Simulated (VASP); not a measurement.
# Hf (P6_3/mmc) in VASP: further runs

Hf is run at these levels: LDA; tasks: single point, relaxation of cell and atoms.

Program: VASP 6.6.1. These are calculated values, not measurements. Logs are shortened: lines on timing, memory, paths and dates and some standing lists are left out, and cuts for length are marked.

### 1 The cell of the first run

The structure is hexagonal, space group P6_3/mmc (No. 194). The conventional cell has a = 3.111 Å, b = 3.111 Å, c = 9.975 Å, α = 90.00°, β = 90.00°, γ = 120.00°. Within 4.0 Å of Hf (site symmetry -3m) lie 12 Hf at 3.07 to 3.11 Å. Hf (site symmetry -6m2) has 12 Hf at 3.07 to 3.11 Å within 4.0 Å.

### 2 Single point, LDA

INCAR reads:

```
SYSTEM = Hf
PREC = Accurate ; ENCUT = 520
EDIFF = 1E-7 ; ISMEAR = -1
SIGMA = 0.1 ; LREAL = .False.
LASPH = .True. ; NELM = 80
ALGO = Normal ; ISIF = 2
LWAVE = .False. ; LCHARG = .False.
GGA = CA ; NBANDS = 28
```

KPOINTS reads:

```
regular mesh
0
Gamma
  11 11 3
  0 0 0
```

POSCAR reads:

```
Hf
1.0
    3.1110743249      0.0000000000      0.0000000000
   -1.5555371624      2.6942693985      0.0000000000
    0.0000000000      0.0000000000      9.9753621324
Hf
4
Direct
    0.0000000000      1.0000000000      1.0000000000
    0.0000000000      1.0000000000      0.5000000000
    0.3333333333      0.6666666667      0.2500000000
    0.6666666667      0.3333333333      0.7500000000
```

Potentials or basis: VASP PAW LDA potentials, release 64 (Hf_pv).

Launch:

```sh
$ cat potpaw_LDA.64/Hf_pv/POTCAR > POTCAR
$ mpirun -np 1 vasp_std > vasp.out
```

OUTCAR:

```text
SYSTEM = Hf
   PREC = Accurate
   ENCUT = 520
   EDIFF = 1E-7
   ISMEAR = -1
   LREAL = .False.
   LASPH = .True.
   NELM = 80
   ISIF = 2
   GGA = CA

 ion  position               nearest neighbor table
   1  0.000  0.000  0.000-   3 3.07   4 3.07   4 3.07   3 3.07   4 3.07   3 3.07
   2  0.000  0.000  0.500-   3 3.07   4 3.07   4 3.07   3 3.07   4 3.07   3 3.07
   3  0.333  0.667  0.250-   1 3.07   2 3.07   1 3.07   2 3.07   1 3.07   2 3.07
   4  0.667  0.333  0.750-   1 3.07   2 3.07   1 3.07   2 3.07   1 3.07   2 3.07

  LATTYP: Found a hexagonal cell.
 ALAT       =     3.1110743249
 C/A-ratio  =     3.2064043127

  Lattice vectors:

 A1 = (   3.1110743249,   0.0000000000,   0.0000000000)
 A2 = (  -1.5555371624,   2.6942693985,   0.0000000000)
 A3 = (   0.0000000000,   0.0000000000,   9.9753621324)

Analysis of symmetry for initial positions (statically):
=====================================================================
 Subroutine PRICEL returns:
 Original cell was already a primitive cell.

 Routine SETGRP: Setting up the symmetry group for a
 hexagonal supercell.

 Subroutine GETGRP returns: Found 24 space group operations
 (whereof 12 operations were pure point group operations)
 out of a pool of 24 trial point group operations.

The static configuration has the point symmetry D_3d.
 The point group associated with its full space group is D_6h.

Analysis of symmetry for dynamics (positions and initial velocities):
=====================================================================
 Subroutine PRICEL returns:
 Original cell was already a primitive cell.

 Routine SETGRP: Setting up the symmetry group for a
 hexagonal supercell.

 Subroutine GETGRP returns: Found 24 space group operations
 (whereof 12 operations were pure point group operations)
 out of a pool of 24 trial point group operations.

The dynamic configuration has the point symmetry D_3d.
 The point group associated with its full space group is D_6h.

 Subroutine INISYM returns: Found 24 space group operations
 (whereof 12 operations are pure point group operations),
 and found     1 'primitive' translations

----------------------------------------------------------------------------------------

                                     Primitive cell

  volume of cell :      83.6142

  direct lattice vectors                    reciprocal lattice vectors
     3.111074325  0.000000000  0.000000000     0.321432372  0.185579067  0.000000000
    -1.555537162  2.694269398  0.000000000     0.000000000  0.371158133  0.000000000
     0.000000000  0.000000000  9.975362132     0.000000000  0.000000000  0.100246987

  length of vectors
     3.111074325  3.111074325  9.975362132     0.371158133  0.371158133  0.100246987

  position of ions in fractional coordinates (direct lattice)
     0.000000000  0.000000000  0.000000000
     0.000000000  0.000000000  0.500000000
     0.333333333  0.666666667  0.250000000
     0.666666667  0.333333333  0.750000000

  ion indices of the primitive-cell ions
   primitive index   ion index
                 1           1
                 2           2
                 3           3
                 4           4

----------------------------------------------------------------------------------------

 KPOINTS: regular mesh

Automatic generation of k-mesh.
 Grid dimensions read from file:
 generate k-points for:   11   11    3

 Generating k-lattice:

  Cartesian coordinates                     Fractional coordinates (reciprocal lattice)
     0.029221125  0.016870824  0.000000000     0.090909091  0.000000000  0.000000000
     0.000000000  0.033741648  0.000000000     0.000000000  0.090909091  0.000000000
     0.000000000  0.000000000  0.033415662     0.000000000  0.000000000  0.333333333

  Length of vectors
     0.033741648  0.033741648  0.033415662

  Shift w.r.t. Gamma in fractional coordinates (k-lattice)
     0.000000000  0.000000000  0.000000000

 Subroutine IBZKPT returns following result:
 ===========================================

 Found     32 irreducible k-points:

 Following reciprocal coordinates:
            Coordinates               Weight
  0.000000  0.000000  0.000000      1.000000
  0.090909 -0.000000  0.000000      6.000000
  0.181818 -0.000000  0.000000      6.000000
  0.272727 -0.000000  0.000000      6.000000
  0.363636 -0.000000  0.000000      6.000000
  0.454545 -0.000000  0.000000      6.000000
[... 16 lines left out ...]
  0.090909  0.090909  0.333333     12.000000
  0.181818  0.090909  0.333333     24.000000
 [... further k-points ...]
   k-points           NKPTS =     32   k-points in BZ     NKDIM =     32   number of bands    NBANDS=     28
   number of dos      NEDOS =    301   number of ions     NIONS =      4
   total plane-waves  NPLWV =  46080
   dimension x,y,z NGX =    24 NGY =   24 NGZ =   80
   dimension x,y,z NGXF=    48 NGYF=   48 NGZF=  160
   ions per type =               4
   NGX,Y,Z   is equivalent  to a cutoff of  12.82, 12.82, 13.33 a.u.
   NGXF,Y,Z  is equivalent  to a cutoff of  25.65, 25.65, 26.67 a.u.
 SYSTEM =  Hf
   PREC   = accura    normal or accurate (medium, high low for compatibility)
   ISTART =      0    job   : 0-new  1-cont  2-samecut
   ICHARG =      2    charge: 1-file 2-atom 10-const
   ISPIN  =      1    spin polarized calculation?
   LNONCOLLINEAR =      F non collinear calculations
   LSORBIT =      F    spin-orbit coupling
   LASPH  =      T    aspherical Exc in radial PAW
   ENCUT  =  520.0 eV  38.22 Ry    6.18 a.u.   5.78  5.78 18.55*2*pi/ulx,y,z
   NELM   =     80;   NELMIN=  2; NELMDL= -5     # of ELM steps
   EDIFF  = 0.1E-06   stopping-criterion for ELM
   LREAL  =      F    real-space projection
   EDIFFG = 0.1E-05   stopping-criterion for IOM
   NSW    =      0    number of steps for IOM
   IBRION =     -1    ionic relax: 0-MD 1-quasi-New 2-CG
   NFREE  =      0    steps in history (QN), initial steepest desc. (CG)
   ISIF   =      2    stress and relaxation
   ISYM   =      2    0-nonsym 1-usesym 2-fastsym
   POTIM  = 0.5000    time-step for ionic-motion
   TEBEG  =    0.0;   TEEND  =   0.0 temperature during run
   PSTRESS=    0.0 pullay stress
   NELECT =      40.0000    total number of electrons
   NUPDOWN=      -1.0000    fix difference up-down
   EMIN   =  10.00;   EMAX   =-10.00  energy-range for DOS
   EFERMI =   0.00;   METHOD = LEGACY
   ISMEAR =    -1;   SIGMA  =   0.10  broadening in eV -4-tet -1-fermi 0-gaus
   EFERMI_NEDOS =   21; number of points for ismear=-14 and -15
   IALGO  =     38    algorithm
   IMIX   =      4    mixing-type and parameters
     AMIX     =   0.40;   BMIX     =  1.00
     AMIX_MAG =   1.60;   BMIX_MAG =  1.00
  volume/ion in A,a.u.               =      20.90       141.06
  Fermi-wavevector in a.u.,A,eV,Ry     =   1.280368  2.419545 22.304604  1.639342
  Thomas-Fermi vector in A             =   2.412800
   LORBIT       =      0    0 simple, 1 ext, 2 COOP (PROOUT), +10 PAW based schemes
   GGA     = CA    functional components
   LHFCALC =     F    Hartree Fock is set to
   AEXX    =    0.0000 exact exchange contribution
   IVDW    =     0    specifies the selected vdW correction
   LEPSILON=     F    determine dielectric tensor
   LRPA    =     F    only Hartree local field effects (RPA)
 non-spin polarized calculation
  energy-cutoff  :      520.00
  volume of cell :       83.61
 maximum number of plane-waves:      2267
 NGX is ok and might be reduce to    24
   NGX = 11   NGY = 11   NGZ = 37

 number of electron      39.9999992 magnetization

 Free energy of the ion-electron system (eV)
  ---------------------------------------------------
  ext. energy  EPLUGINS =         0.00000000
  ---------------------------------------------------
  free energy    TOTEN  =       -42.64035577 eV

  energy without entropy =      -42.46661153  energy(sigma->0) =      -42.55348365

 E-fermi :   5.1701     XC(G=0): -11.7842

 val. band max:        5.1623597462   @ k =   0.0909   0.0909   0.3333
 cond. band min:       5.1737827639   @ k =   0.1818  -0.0000   0.0000
 fundamental gap:      0.0114230177
 Fermi energy:         5.1700772697

 k-point     1 :       0.0000    0.0000    0.0000
  band No.  band energies     occupation
      1     -25.5928      2.00000
      2     -25.0870      2.00000
      3     -25.0634      2.00000
      4     -24.6753      2.00000
      5     -24.6753      2.00000
      6     -24.6223      2.00000
[... 20 lines left out ...]
     27       7.0272      0.00000
     28       7.0272      0.00000

 k-point     2 :       0.0909   -0.0000    0.0000
  band No.  band energies     occupation
      1     -25.5657      2.00000
      2     -25.0976      2.00000
      3     -25.0724      2.00000
      4     -24.7358      2.00000
      5     -24.6949      2.00000
      6     -24.6661      2.00000
[... 20 lines left out ...]
     27       7.1058      0.00000
     28       7.2593      0.00000

 k-point     3 :       0.1818   -0.0000    0.0000
  band No.  band energies     occupation
      1     -25.4895      2.00000
      2     -25.1514      2.00000
      3     -25.1166      2.00000
      4     -24.8896      2.00000
      5     -24.7888      2.00000
      6     -24.7458      2.00000
[... 20 lines left out ...]
     27       7.6500      0.00000
     28       7.7220      0.00000

 k-point     4 :       0.2727   -0.0000    0.0000
  band No.  band energies     occupation
      1     -25.3858      2.00000
      2     -25.2824      2.00000
      3     -25.2148      2.00000
      4     -25.0817      2.00000
      5     -24.9910      2.00000
      6     -24.8093      2.00000
[... 578 lines left out ...]
     27       9.4804      0.00000
     28      10.9634      0.00000

 k-point    23 :       0.0909    0.0909    0.3333
  band No.  band energies     occupation
      1     -25.4614      2.00000
      2     -25.3164      2.00000
      3     -24.9125      2.00000
      4     -24.8217      2.00000
      5     -24.7717      2.00000
      6     -24.7690      2.00000
[... 20 lines left out ...]
     27       7.2458      0.00000
     28       7.2951      0.00000

 k-point    24 :       0.1818    0.0909    0.3333
  band No.  band energies     occupation
      1     -25.3926      2.00000
      2     -25.3142      2.00000
      3     -25.0744      2.00000
      4     -24.9848      2.00000
      5     -24.9388      2.00000
      6     -24.8683      2.00000
[... 20 lines left out ...]
     27       7.8334      0.00000
     28       8.0618      0.00000

 [... further k-points ...]
[... 5 lines left out ...]
  --------------------------------------------------------------------------------------
  -------------------------------------------------------------------------------------
  Total        0.0395092      0.0395092      0.0185771      0.0000000      0.0000000      0.0000000
  in kB        0.7570566      0.7570566      0.3559661      0.0000000      0.0000000      0.0000000
  external PRESSURE =       0.6233598 kB  Pullay stress =       0.0000000 kB

 VOLUME and BASIS-vectors are now :
 -----------------------------------------------------------------------------
  energy-cutoff  :      520.00
  volume of cell :       83.61
      direct lattice vectors                 reciprocal lattice vectors
     3.111074325  0.000000000  0.000000000     0.321432372  0.185579067  0.000000000
    -1.555537162  2.694269398  0.000000000     0.000000000  0.371158133  0.000000000
     0.000000000  0.000000000  9.975362132     0.000000000  0.000000000  0.100246987

 POSITION                                       TOTAL-FORCE (eV/Angst)
 -----------------------------------------------------------------------------------
      0.00000      0.00000      0.00000         0.000000      0.000000     -0.000000
      0.00000      0.00000      4.98768         0.000000      0.000000     -0.000000
     -0.00000      1.79618      2.49384        -0.000000     -0.000000     -0.000000
      1.55554      0.89809      7.48152         0.000000      0.000000      0.000000
 -----------------------------------------------------------------------------------
    total drift:                               -0.000000      0.000000     -0.000000

  FREE ENERGIE OF THE ION-ELECTRON SYSTEM (eV)
  ---------------------------------------------------
  free  energy   TOTEN  =       -42.6403557693 eV

  energy  without entropy=      -42.4666115252  energy(sigma->0) =      -42.55348365
```

Run time: 61 s. Hardware: 1 thread of AMD EPYC 7R43 (Zen 3), shared host; peak memory 0.17 GiB.

What came out:

* Free energy: -42.6404 eV
* Pressure: 0.1 GPa
* Band gap on the k mesh: zero (band 20 reaches 6.25 eV, above the bottom of band 21 at 4.72 eV)

Caveat: spin-orbit coupling is left out, which moves the levels of the heavy elements.

### 3 Single point, LDA (volume scaled by 0.88)

INCAR reads:

```
PREC = Accurate ; ENCUT = 520
EDIFF = 1E-7 ; ISMEAR = -1
SIGMA = 0.1 ; LREAL = False
LASPH = True ; NELM = 80
ALGO = Normal ; ISIF = 2
LWAVE = False ; LCHARG = False
GGA = CA ; NBANDS = 28
```

KPOINTS reads:

```
Automatic mesh
0
Gamma
  13 13 4
```

POSCAR reads:

```
Hf
1.0
    2.9812926595      0.0000000000      0.0000000000
   -1.4906463297      2.5818751792      0.0000000000
    0.0000000000      0.0000000000      9.5592296405
Hf
4
Direct
    0.0000000000      1.0000000000      1.0000000000
    0.0000000000      1.0000000000      0.5000000000
    0.3333333333      0.6666666667      0.2500000000
    0.6666666667      0.3333333333      0.7500000000
```

Potentials or basis: VASP PAW LDA potentials, release 64 (Hf_pv).

Launch:

```sh
$ cat potpaw_LDA.64/Hf_pv/POTCAR > POTCAR
$ mpirun -np 1 vasp_std > vasp.out
```

OUTCAR:

```text
PREC = Accurate
   ENCUT = 520
   EDIFF = 1E-7
   ISMEAR = -1
   LREAL = False
   LASPH = True
   NELM = 80
   ISIF = 2
   GGA = CA

 ion  position               nearest neighbor table
   1  0.000  0.000  0.000-   3 2.95   4 2.95   3 2.95   4 2.95   4 2.95   3 2.95
   2  0.000  0.000  0.500-   3 2.95   4 2.95   3 2.95   4 2.95   4 2.95   3 2.95
   3  0.333  0.667  0.250-   1 2.95   2 2.95   1 2.95   2 2.95   1 2.95   2 2.95
   4  0.667  0.333  0.750-   1 2.95   2 2.95   1 2.95   2 2.95   1 2.95   2 2.95

  LATTYP: Found a hexagonal cell.
 ALAT       =     2.9812926595
[... 939 lines left out ...]
 [... further k-points ...]
[... 5 lines left out ...]
  --------------------------------------------------------------------------------------
  -------------------------------------------------------------------------------------
  Total        8.3018693      8.3018693      8.9020064      0.0000000      0.0000000      0.0000000
  in kB      180.7689041    180.7689041    193.8365784      0.0000000      0.0000000      0.0000000
  external PRESSURE =     185.1247955 kB  Pullay stress =       0.0000000 kB

 VOLUME and BASIS-vectors are now :
 -----------------------------------------------------------------------------
  energy-cutoff  :      520.00
  volume of cell :       73.58
      direct lattice vectors                 reciprocal lattice vectors
     2.981292660  0.000000000  0.000000000     0.335424970  0.193657697  0.000000000
    -1.490646330  2.581875179  0.000000000     0.000000000  0.387315393  0.000000000
     0.000000000  0.000000000  9.559229640     0.000000000  0.000000000  0.104610940

 POSITION                                       TOTAL-FORCE (eV/Angst)
 -----------------------------------------------------------------------------------
      0.00000      0.00000      0.00000        -0.000000      0.000000      0.000000
      0.00000      0.00000      4.77961        -0.000000      0.000000      0.000000
     -0.00000      1.72125      2.38981         0.000000     -0.000000     -0.000000
      1.49065      0.86063      7.16942         0.000000      0.000000      0.000000
 -----------------------------------------------------------------------------------
    total drift:                               -0.000000      0.000000      0.000000

  FREE ENERGIE OF THE ION-ELECTRON SYSTEM (eV)
  ---------------------------------------------------
  free  energy   TOTEN  =       -42.1013146760 eV

  energy  without entropy=      -41.9417288763  energy(sigma->0) =      -42.02152178
```

Run time: 1.8 min. Hardware: 1 thread of AMD EPYC 7R43 (Zen 3), shared host; peak memory 0.19 GiB.

Results:

| Quantity | Value |
| --- | --- |
| Free energy | -42.1013 eV |
| Pressure | 18.5 GPa |
| Band gap on the k mesh | zero (band 20 reaches 7.16 eV, above the bottom of band 21 at 5.53 eV) |

Stress tensor (GPa, compression positive):
```
18.08  0.00  0.00
 0.00 18.08  0.00
 0.00  0.00 19.38
```

Levels at points of the mesh, in eV from the Fermi level:
| k point | band 17 | band 18 | band 19 | band 20 | band 21 | band 22 | band 23 | band 24 |
| --- | --- | --- | --- | --- | --- | --- | --- | --- |
| (0.00, 0.00, 0.00) | 0.07 | 0.13 | 0.93 | 0.93 | 1.11 | 1.11 | 1.49 | 1.68 |
| (0.00, 0.00, 0.50) | 0.70 | 0.70 | 0.90 | 0.90 | 1.17 | 1.17 | 1.17 | 1.17 |

Caveat: spin-orbit coupling is left out, which moves the levels of the heavy elements.

[end of part 1 of 2]
